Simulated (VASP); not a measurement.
# NaF (Fm-3m) in VASP: a series of runs

Runs on NaF. Level: PBE. Tasks: single point, relaxation of cell and atoms.

All numbers are computed with VASP 6.6.1; they aren't measurements. Logs are shortened: lines on timing, memory, paths and dates and some standing lists are left out, and cuts for length are marked.

## Step 1: The cell of the first run

Symmetry: Fm-3m, No. 225, cubic system. Conventional cell: a = 4.851 Å, b = 4.851 Å, c = 4.851 Å, α = 90.00°, β = 90.00°, γ = 90.00°. Within 3.2 Å of Na (site symmetry m-3m) lie 6 F at 2.43 Å. Within 3.2 Å of F (site symmetry m-3m) lie 6 Na at 2.43 Å.

## Step 2: Single point, PBE (volume scaled by 1.10)

INCAR reads:

```
ALGO = Normal
EDIFF = 1E-6
ENCUT = 520
GGA = PE
ISIF = 2
ISMEAR = 0
LASPH = True
LCHARG = False
LREAL = False
LWAVE = False
NBANDS = 14
NELM = 100
PREC = Accurate
SIGMA = 0.02
```

KPOINTS reads:

```
k-points
0
Gamma
  8 8 8
```

POSCAR reads:

```
NaF
1.0
    0.0000000000      2.4255938251      2.4255938251
    2.4255938251      0.0000000000      2.4255938251
    2.4255938251      2.4255938251      0.0000000000
Na F
1 1
Direct
    0.0000000000      0.0000000000      0.0000000000
    0.5000000000      0.5000000000      0.5000000000
```

Potentials or basis: VASP PAW PBE potentials, release 64 (Na_pv, F).

Command:

```console
cat potpaw_PBE.64/Na_pv/POTCAR potpaw_PBE.64/F/POTCAR > POTCAR
mpirun -np 1 vasp_std > vasp.out
```

OUTCAR:

```text
EDIFF = 1E-6
   ENCUT = 520
   GGA = PE
   ISIF = 2
   ISMEAR = 0
   LASPH = True
   LREAL = False
   NELM = 100
   PREC = Accurate

 ion  position               nearest neighbor table
   1  0.000  0.000  0.000-
   2  0.500  0.500  0.500-

  LATTYP: Found a face centered cubic cell.
 ALAT       =     4.8511876502

  Lattice vectors:

 A1 = (   0.0000000000,   2.4255938251,   2.4255938251)
 A2 = (   2.4255938251,   0.0000000000,   2.4255938251)
 A3 = (   2.4255938251,   2.4255938251,   0.0000000000)

Analysis of symmetry for initial positions (statically):
=====================================================================
 Subroutine PRICEL returns:
 Original cell was already a primitive cell.

 Routine SETGRP: Setting up the symmetry group for a
 face centered cubic supercell.

 Subroutine GETGRP returns: Found 48 space group operations
 (whereof 48 operations were pure point group operations)
 out of a pool of 48 trial point group operations.

The static configuration has the point symmetry O_h .

Analysis of symmetry for dynamics (positions and initial velocities):
=====================================================================
 Subroutine PRICEL returns:
 Original cell was already a primitive cell.

 Routine SETGRP: Setting up the symmetry group for a
 face centered cubic supercell.

 Subroutine GETGRP returns: Found 48 space group operations
 (whereof 48 operations were pure point group operations)
 out of a pool of 48 trial point group operations.

The dynamic configuration has the point symmetry O_h .

 Subroutine INISYM returns: Found 48 space group operations
 (whereof 48 operations are pure point group operations),
 and found     1 'primitive' translations

----------------------------------------------------------------------------------------

                                     Primitive cell

  volume of cell :      28.5420

  direct lattice vectors                    reciprocal lattice vectors
     0.000000000  2.425593825  2.425593825    -0.206135089  0.206135089  0.206135089
     2.425593825  0.000000000  2.425593825     0.206135089 -0.206135089  0.206135089
     2.425593825  2.425593825  0.000000000     0.206135089  0.206135089 -0.206135089

  length of vectors
     3.430307684  3.430307684  3.430307684     0.357036448  0.357036448  0.357036448

  position of ions in fractional coordinates (direct lattice)
     0.000000000  0.000000000  0.000000000
     0.500000000  0.500000000  0.500000000
[... 87 lines left out ...]
   PSTRESS=    0.0 pullay stress
   NELECT =      14.0000    total number of electrons
   NUPDOWN=      -1.0000    fix difference up-down
   EMIN   =  10.00;   EMAX   =-10.00  energy-range for DOS
   EFERMI =   0.00;   METHOD = LEGACY
   ISMEAR =     0;   SIGMA  =   0.02  broadening in eV -4-tet -1-fermi 0-gaus
   EFERMI_NEDOS =   21; number of points for ismear=-14 and -15
   IALGO  =     38    algorithm
   IMIX   =      4    mixing-type and parameters
     AMIX     =   0.40;   BMIX     =  1.00
     AMIX_MAG =   1.60;   BMIX_MAG =  1.00
  volume/ion in A,a.u.               =      14.27        96.31
  Fermi-wavevector in a.u.,A,eV,Ry     =   1.291089  2.439804 22.679690  1.666910
  Thomas-Fermi vector in A             =   2.422880
   LORBIT       =      0    0 simple, 1 ext, 2 COOP (PROOUT), +10 PAW based schemes
   GGA     = PE    functional components
   LHFCALC =     F    Hartree Fock is set to
   AEXX    =    0.0000 exact exchange contribution
   IVDW    =     0    specifies the selected vdW correction
   LEPSILON=     F    determine dielectric tensor
   LRPA    =     F    only Hartree local field effects (RPA)
 non-spin polarized calculation
 Gauss-broadening in eV      SIGMA  =   0.02
  energy-cutoff  :      520.00
  volume of cell :       28.54
 maximum number of plane-waves:       778
 NGX is ok and might be reduce to    28
   NGX = 13   NGY = 13   NGZ = 13

 number of electron      14.0000009 magnetization

 Free energy of the ion-electron system (eV)
  ---------------------------------------------------
  ext. energy  EPLUGINS =         0.00000000
  ---------------------------------------------------
  free energy    TOTEN  =        -8.54113945 eV

  energy without entropy =       -8.54113945  energy(sigma->0) =       -8.54113945

 E-fermi :  -2.4573     XC(G=0):  -8.5207

 val. band max:       -2.6200004387   @ k =   0.0000   0.0000   0.0000
 cond. band min:       2.9966434122   @ k =   0.0000   0.0000   0.0000
 fundamental gap:      5.6166438508
 Fermi energy:        -2.4572765625

 k-point     1 :       0.0000    0.0000    0.0000
  band No.  band energies     occupation
      1     -21.9986      2.00000
      2     -21.9986      2.00000
      3     -21.9986      2.00000
      4     -21.5887      2.00000
      5      -2.6200      2.00000
      6      -2.6200      2.00000
      7      -2.6200      2.00000
      8       2.9966      0.00000
      9      15.3736      0.00000
     10      15.3736      0.00000
     11      15.3736      0.00000
     12      17.9681      0.00000
     13      19.9928      0.00000
     14      19.9928      0.00000
[... 377 lines left out ...]
      1     -22.3137      2.00000
      2     -22.0323      2.00000
      3     -22.0180      2.00000
      4     -21.1607      2.00000
      5      -3.7050      2.00000
      6      -3.0924      2.00000
      7      -2.8868      2.00000
      8       8.2854      0.00000
      9       9.0188      0.00000
     10      13.1094      0.00000
     11      14.8133      0.00000
     12      18.0180      0.00000
     13      18.9620      0.00000
     14      23.2508      0.00000

 [... further k-points ...]

------------------------ aborting loop because EDIFF is reached ----------------------------------------

  FORCE on cell =-STRESS in cart. coord.  units (eV):
  Direction    XX          YY          ZZ          XY          YZ          ZX
  --------------------------------------------------------------------------------------
  -------------------------------------------------------------------------------------
  Total       -0.6371224     -0.6371224     -0.6371224      0.0000000      0.0000000     -0.0000000
  in kB      -35.7642564    -35.7642564    -35.7642564      0.0000000      0.0000000     -0.0000000
  external PRESSURE =     -35.7642564 kB  Pullay stress =       0.0000000 kB

 VOLUME and BASIS-vectors are now :
 -----------------------------------------------------------------------------
  energy-cutoff  :      520.00
  volume of cell :       28.54
      direct lattice vectors                 reciprocal lattice vectors
     0.000000000  2.425593825  2.425593825    -0.206135089  0.206135089  0.206135089
     2.425593825  0.000000000  2.425593825     0.206135089 -0.206135089  0.206135089
     2.425593825  2.425593825  0.000000000     0.206135089  0.206135089 -0.206135089

 POSITION                                       TOTAL-FORCE (eV/Angst)
 -----------------------------------------------------------------------------------
      0.00000      0.00000      0.00000         0.000000     -0.000000      0.000000
      2.42559      2.42559      2.42559         0.000000      0.000000     -0.000000
 -----------------------------------------------------------------------------------
    total drift:                                0.000000      0.000000      0.000000

  FREE ENERGIE OF THE ION-ELECTRON SYSTEM (eV)
  ---------------------------------------------------
  free  energy   TOTEN  =        -8.5411394493 eV

  energy  without entropy=       -8.5411394493  energy(sigma->0) =       -8.54113945
```

OSZICAR:

```text
N       E                     dE             d eps       ncg     rms          rms(c)
DAV:   1     0.110958143976E+03    0.11096E+03   -0.77496E+03   824   0.116E+03
DAV:   2    -0.325538853899E+01   -0.11421E+03   -0.10515E+03   920   0.338E+02
DAV:   3    -0.942123485310E+01   -0.61658E+01   -0.61507E+01  1022   0.721E+01
DAV:   4    -0.947488068699E+01   -0.53646E-01   -0.53644E-01   878   0.729E+00
DAV:   5    -0.947547916115E+01   -0.59847E-03   -0.59847E-03  1034   0.770E-01    0.546E+00
DAV:   6    -0.855372262665E+01    0.92176E+00   -0.34073E+00   956   0.140E+01    0.196E+00
DAV:   7    -0.853927919735E+01    0.14443E-01   -0.31351E-02   842   0.207E+00    0.108E+00
DAV:   8    -0.854041346511E+01   -0.11343E-02   -0.35403E-02   878   0.407E+00    0.163E-01
DAV:   9    -0.854133058962E+01   -0.91712E-03   -0.47450E-03   950   0.637E-01    0.159E-01
DAV:  10    -0.854113991861E+01    0.19067E-03   -0.12607E-03   884   0.287E-01    0.934E-03
DAV:  11    -0.854113901134E+01    0.90727E-06   -0.23114E-05   956   0.930E-02    0.314E-03
DAV:  12    -0.854113944934E+01   -0.43800E-06   -0.27249E-06   884   0.223E-02
   1 F= -.85411394E+01 E0= -.85411394E+01  d E =-.117585E-32
```

Wall time 13 s (1 thread of AMD EPYC 7R13 (Zen 3), shared host); peak memory 0.12 GiB.

What came out:

```
Free energy            : -8.5411 eV
Pressure               : -3.6 GPa
Band gap on the k mesh : 5.62 eV, direct
```

Caveat: the cell differs from its parent crystal (volume scaled by 1.10). A k mesh can miss the band edges.

## Step 3: Relaxation of cell and atoms, PBE

This run uses another cell than the first one, of 12.49 Å³/atom, 0.875 times its volume.

INCAR reads:

```
  PREC = Accurate
  ENCUT = 600
  EDIFF = 1E-6
  ISMEAR = 0
  SIGMA = 0.02
  LREAL = F
  LASPH = T
  NELM = 60
  ALGO = Normal
  ISIF = 3
  LWAVE = F
  LCHARG = F
  GGA = PE
  IBRION = 2
  NSW = 100
  EDIFFG = -0.01
```

KPOINTS reads:

```
regular mesh
0
Gamma
  8 8 8
```

POSCAR reads:

```
NaF
1.0
    0.0000000000      2.3200000000      2.3200000000
    2.3200000000      0.0000000000      2.3200000000
    2.3200000000      2.3200000000      0.0000000000
Na F
1 1
Direct
    0.0000000000      0.0000000000      0.0000000000
    0.5000000000      0.5000000000      0.5000000000
```

Potentials or basis: VASP PAW PBE potentials, release 64 (Na_pv, F).

Command:

```console
cat potpaw_PBE.64/Na_pv/POTCAR potpaw_PBE.64/F/POTCAR > POTCAR
mpirun -np 1 vasp_std > vasp.out
```

Run time: 20 s. Hardware: 1 thread of Intel Xeon 6975P-C (Granite Rapids), shared host; peak memory 0.15 GiB.

Results (log left out):

| Quantity | Value |
| --- | --- |
| Free energy | -8.5693 eV |
| Relaxed volume | 12.93 Å³/atom |
| Relaxed cell | a = 3.319 Å, b = 3.319 Å, c = 3.319 Å, α = 60.00°, β = 60.00°, γ = 60.00° |
| Space group after relaxing (to 0.05 Å) | Fm-3m (No. 225) |
| Energy gained by relaxing | 2.3 meV/atom |
| Ionic steps | 4 |
| Pressure after relaxing | 0.0 GPa |
| Band gap on the k mesh | 6.10 eV, direct |

The path:
```tsv
step	energy change (eV)	largest force (eV/Å)	pressure (GPa)	volume (Å³)
1	0.0000	0.0000	1.70	24.97
2	-0.0037	0.0000	0.68	25.46
3	-0.0045	0.0000	0.22	25.72
4	-0.0046	0.0000	-0.02	25.85
```

Final structure:
```xyz
2
Lattice="0.0000 2.3469 2.3469 2.3469 0.0000 2.3469 2.3469 2.3469 0.0000" Properties=species:S:1:pos:R:3 pbc="T T T"
Na    2.3469    4.6939    2.3469
F     2.3469    2.3469    2.3469
```

Levels at points of the mesh, in eV from the valence-band top:
| k point | band 3 | band 4 | band 5 | band 6 | band 7 | band 8 | band 9 | band 10 | band 11 |
| --- | --- | --- | --- | --- | --- | --- | --- | --- | --- |
| (0.00, 0.00, 0.00) | -19.06 | -19.06 | 0.00 | 0.00 | 0.00 | 6.10 | 18.70 | 18.70 | 18.70 |
| (0.50, 0.00, 0.00) | -19.07 | -18.27 | -1.51 | -0.23 | -0.23 | 10.55 | 12.14 | 19.69 | 19.69 |
| (0.50, 0.50, 0.00) | -19.11 | -18.88 | -1.21 | -0.39 | -0.39 | 12.84 | 13.17 | 13.23 | 19.27 |

Expect the measured gap to be larger: semilocal functionals such as PBE lack the derivative discontinuity. PBE usually gives volumes a little too large and moduli too small.

## Step 4: Single point, PBE

This run uses another cell than the first one, of 12.97 Å³/atom, 0.909 times its volume.

INCAR reads:

```
ALGO = Normal
EDIFF = 1E-6
ENCUT = 600
GGA = PE
GGA_COMPAT = F
ISIF = 2
ISMEAR = 0
LASPH = T
LCHARG = F
LREAL = F
LWAVE = F
NBANDS = 14
NELM = 120
PREC = Accurate
SIGMA = 0.02
```

KPOINTS reads:

```
k-points
0
Gamma
  8 8 8
```

POSCAR reads:

```
NaF
1.0
    0.0000000000      2.3497426514      2.3497426514
    2.3497426514      0.0000000000      2.3497426514
    2.3497426514      2.3497426514      0.0000000000
Na F
1 1
Direct
    0.0000000000      0.0000000000      0.0000000000
    0.5000000000      0.5000000000      0.5000000000
```

Command:

```console
cat potpaw_PBE.64/Na_pv/POTCAR potpaw_PBE.64/F/POTCAR > POTCAR
mpirun -np 1 vasp_std > vasp.out
```

Wall time 24 s (1 thread of Intel Xeon 8259CL, shared host); peak memory 0.15 GiB.

The run converged. Its results:

```
Free energy            : -8.5712 eV
Pressure               : -0.2 GPa
Band gap on the k mesh : 6.08 eV, direct
```

Levels at points of the mesh, in eV from the valence-band top:
```csv
k point,band 5,band 6,band 7,band 8,band 9,band 10
"(0.00, 0.00, 0.00)",0.00,0.00,0.00,6.08,18.68,18.68
"(0.50, 0.00, 0.00)",-1.50,-0.23,-0.23,10.53,12.11,19.66
"(0.50, 0.50, 0.00)",-1.21,-0.38,-0.38,12.81,13.16,13.19
```

A hybrid or GW would open this gap; PBE tends to underestimate it.

## Step 5: Overview

```tsv
task	cell	cutoff (eV)	gap on the mesh (eV)	pressure (GPa)
single point	a = 3.430 Å, angles 60.0°, 2 atoms	520	5.62	-3.6
relaxation of cell and atoms	relaxed from a = 3.281 Å, angles 60.0°, 2 atoms	600	6.10	0.0
single point	a = 3.323 Å, angles 60.0°, 2 atoms	600	6.08	-0.2
```

Alike in all rows: level PBE; potentials or basis VASP PAW PBE potentials, release 64 (Na_pv, F); no spin polarisation; k mesh 8 × 8 × 8; smearing gaussian 0.02 eV.

Total energies depend on the potentials used, so only differences within one code and one set of settings carry meaning.
